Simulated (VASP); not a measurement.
Input of a VASP 6.6.1 run:

INCAR

```
SYSTEM = ZnGa3F6
PREC     = Accurate       ! precision mode
ENCUT    = 520            ! plane-wave cutoff, eV
EDIFF    = 1E-6           ! SCF threshold, eV
ISMEAR   = -1             ! smearing method
SIGMA    = 0.0561         ! smearing width, eV
LREAL    = .FALSE.        ! projectors in reciprocal space
LASPH    = .TRUE.         ! aspherical terms in the spheres
NELM     = 100            ! most SCF steps
ALGO     = Normal         ! electronic algorithm
ISIF     = 2              ! what is computed and relaxed
LWAVE    = .FALSE.        ! write WAVECAR
LCHARG   = .FALSE.        ! write CHGCAR
GGA      = PE             ! functional
NBANDS   = 58             ! bands
```

The input KPOINTS:

```
regular mesh
0
G
  4 4 4
  0 0 0
```

File POSCAR:

```
ZnGa3F6
1.0
    0.0000000000      3.8135820000      3.8135820000
    3.8135820000      0.0000000000      3.8135820000
    3.8135820000      3.8135820000      0.0000000000
Ga Zn F
3 1 6
Direct
    0.2500000000      0.2500000000      0.2500000000
    0.7500000000      0.7500000000      0.7500000000
    0.0000000000      0.0000000000      0.0000000000
    0.5000000000      0.5000000000      0.5000000000
    0.7098000000      0.2902000000      0.2902000000
    0.2902000000      0.7098000000      0.2902000000
    0.2902000000      0.7098000000      0.7098000000
    0.7098000000      0.2902000000      0.7098000000
    0.2902000000      0.2902000000      0.7098000000
    0.7098000000      0.7098000000      0.2902000000
```

Potentials or basis: VASP PAW PBE potentials, release 64 (Ga_d, Zn, F).

Command:

```bash
$ cat potpaw_PBE.64/Ga_d/POTCAR potpaw_PBE.64/Zn/POTCAR potpaw_PBE.64/F/POTCAR > POTCAR
$ mpirun -np 1 vasp_std > vasp.out
```

**Question.** What does it give for the largest force?

**Answer.** 12.674 eV/Å.

**Question.** Predict the pressure.

**Answer.** 72.6 GPa.

Forces in eV/Å, atoms in the order of the input:
```
Ga    0.000   0.000   0.000
Ga    0.000   0.000   0.000
Ga    0.000   0.000   0.000
Zn    0.000   0.000   0.000
F   -12.674   0.000   0.000
F     0.000 -12.674   0.000
F    12.674   0.000   0.000
F     0.000  12.674   0.000
F     0.000   0.000 -12.674
F     0.000   0.000  12.674
```

Caveat: an odd number of electrons without spin polarisation forces a metal; a magnetic or distorted state may lie lower.
